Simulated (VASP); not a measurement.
## NaF (Villiaumite): relaxation of cell and atoms with PBEsol

NaF (Villiaumite):

```xyz
2
Lattice="0.0000 2.3151 2.3151 2.3151 0.0000 2.3151 2.3151 2.3151 0.0000" Properties=species:S:1:pos:R:3 pbc="T T T"
Na    0.0000    0.0000    0.0000
F     2.3151    2.3151    2.3151
```

```
Program                : VASP 6.6.1
Task                   : relaxation of cell and atoms
Functional             : PBEsol
Potentials or basis    : VASP PAW PBE potentials, release 64 (Na_pv, F)
Cutoff                 : 600 eV
k mesh                 : 8 × 8 × 8
Occupations            : gaussian, width 0.01 eV
Spin                   : no spin polarisation
Target pressure        : 7 GPa
Dipole correction      : no
Further INCAR settings : ALGO = Normal; EDIFF = 1e-07; IBRION = 2; EDIFFG = -0.002; NSW = 100; ISIF = 3
```

| Property | Result |
| --- | --- |
| Relaxed volume | 11.08 Å³/atom |
| Relaxed cell | a = 3.153 Å, b = 3.153 Å, c = 3.153 Å, α = 60.00°, β = 60.00°, γ = 60.00° |
| Space group after relaxing (to 0.05 Å) | Fm-3m (No. 225) |
| Energy change on relaxing (the enthalpy is what falls) | +25.3 meV/atom |
| Ionic steps | 6 |
| Pressure after relaxing | 7.0 GPa |
| Band gap on the k mesh | 6.81 eV, direct |

Step by step:
| step | energy change (eV) | largest force (eV/Å) | pressure (GPa) | volume (Å³) |
| --- | --- | --- | --- | --- |
| 1 | 0.0000 | 0.0000 | -0.12 | 24.82 |
| 2 | 0.0246 | 0.0000 | 4.59 | 22.89 |
| 3 | 0.0484 | 0.0000 | 6.82 | 22.21 |
| 4 | 0.0507 | 0.0000 | 7.04 | 22.16 |
| 5 | 0.0503 | 0.0000 | 6.97 | 22.17 |
| 6 | 0.0505 | 0.0000 | 7.02 | 22.17 |

Final structure:
```yaml
crystal:
  lattice:
    - [0.00000, 2.22957, 2.22957]
    - [2.22957, 0.00000, 2.22957]
    - [2.22957, 2.22957, 0.00000]
  atoms:
    - { symbol: Na, position: [0.00000, 0.00000, 0.00000] }
    - { symbol: F, position: [0.50000, 0.50000, 0.50000] }
```

Levels at points of the mesh, in eV from the valence-band top:
| k point | band 3 | band 4 | band 5 | band 6 | band 7 | band 8 | band 9 | band 10 | band 11 |
| --- | --- | --- | --- | --- | --- | --- | --- | --- | --- |
| (0.00, 0.00, 0.00) | -18.44 | -18.44 | 0.00 | 0.00 | 0.00 | 6.81 | 19.65 | 19.65 | 19.65 |
| (0.50, 0.00, 0.00) | -18.46 | -17.68 | -1.89 | -0.32 | -0.32 | 11.32 | 13.33 | 21.24 | 21.24 |
| (0.50, 0.50, 0.00) | -18.52 | -18.52 | -1.48 | -0.47 | -0.47 | 13.46 | 13.95 | 14.70 | 21.18 |

Wall time 38 s on 1 thread of Intel(R) Xeon(R) Platinum 8375C CPU @ 2.90GHz (Ice Lake), on a shared host, peak memory 0.15 GiB.

Caveat: the cell is relaxed towards a set pressure, so the enthalpy falls and the energy may rise; the PAW data sets were made with another functional, which shifts forces and pressure a little. As with any semilocal functional, this PBEsol gap is likely too small.
